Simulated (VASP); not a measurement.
Wanted: the native input for a VASP 6.6.1 run.

```yaml
Task: single point
Functional: r2SCAN
Potentials_or_basis: VASP PAW PBE potentials, release 64 (Sr_sv, O)
Cutoff: 520 eV
k_mesh: 8 × 8 × 8
Occupations: gaussian, width 0.05 eV
Spin: no spin polarisation
Dipole_correction: no
Further_INCAR_settings: ALGO = Normal; EDIFF = 1e-06; NBANDS = 15
```

The system is SrO.

```
CELL_PARAMETERS angstrom
0.00000 2.58015 2.58015
2.58015 0.00000 2.58015
2.58015 2.58015 0.00000
ATOMIC_POSITIONS crystal
Sr 0.97203 0.97203 0.97203
O 0.50000 0.50000 0.50000
```

This cell differs from its parent crystal: all Sr atoms moved -0.250 Å, as atom 1 along Cartesian [1 1 1].

These files were run (other wordings do the same):

POSCAR

```
SrO
1.0
    0.0000000000      2.5801476905      2.5801476905
    2.5801476905      0.0000000000      2.5801476905
    2.5801476905      2.5801476905      0.0000000000
Sr O
1 1
Direct
   -0.0279707956     -0.0279707956     -0.0279707956
    0.5000000000      0.5000000000      0.5000000000
```

INCAR.step1

```
SYSTEM = SrO
ALGO     = Normal         ! electronic algorithm
EDIFF    = 1E-4           ! SCF threshold, eV
ENCUT    = 520            ! plane-wave cutoff, eV
GGA      = PE             ! functional
ISMEAR   = 0              ! smearing method
LASPH    = .True.         ! aspherical terms in the spheres
LCHARG   = .False.        ! write CHGCAR
LREAL    = .False.        ! projectors in reciprocal space
LWAVE    = .True.         ! write WAVECAR
NBANDS   = 15             ! bands
NELM     = 60             ! most SCF steps
PREC     = Accurate       ! precision mode
SIGMA    = 0.05           ! smearing width, eV
```

INCAR.step2

```
SYSTEM = SrO
ALGO     = Normal         ! electronic algorithm
EDIFF    = 1E-6           ! SCF threshold, eV
ENCUT    = 520            ! plane-wave cutoff, eV
ISIF     = 2              ! what is computed and relaxed
ISMEAR   = 0              ! smearing method
ISTART   = 1            
LASPH    = .True.         ! aspherical terms in the spheres
LCHARG   = .True.         ! write CHGCAR
LELF     = .True.         ! ELF
LMIXTAU  = .True.       
LREAL    = .False.        ! projectors in reciprocal space
LVHAR    = .True.       
LWAVE    = .False.        ! write WAVECAR
METAGGA  = R2SCAN         ! meta-GGA
NBANDS   = 15             ! bands
NELM     = 60             ! most SCF steps
PREC     = Accurate       ! precision mode
SIGMA    = 0.05           ! smearing width, eV
```

KPOINTS

```
k-points
0
Gamma
  8 8 8
  0 0 0
```

Potentials or basis: VASP PAW PBE potentials, release 64 (Sr_sv, O).

Command:

```bash
$ cat potpaw_PBE.64/Sr_sv/POTCAR potpaw_PBE.64/O/POTCAR > POTCAR
$ cp INCAR.step1 INCAR
$ mpirun -np 1 vasp_std > vasp.out
$ cp INCAR.step2 INCAR
$ mpirun -np 1 vasp_std > vasp.out
```

It gave:

```yaml
Pressure: 2.2 GPa
Largest_force: 0.643 eV/Å
Band_gap_on_the_k_mesh: 4.21 eV, direct
```

Caveat: the cell differs from its parent crystal (all Sr atoms moved -0.250 Å, as atom 1 along Cartesian [1 1 1]); the PAW data sets were made with another functional, which shifts forces and pressure a little.

It took 77 s on 1 thread of Intel(R) Xeon(R) Platinum 8488C (Sapphire Rapids), on a shared host, peak memory 0.19 GiB.
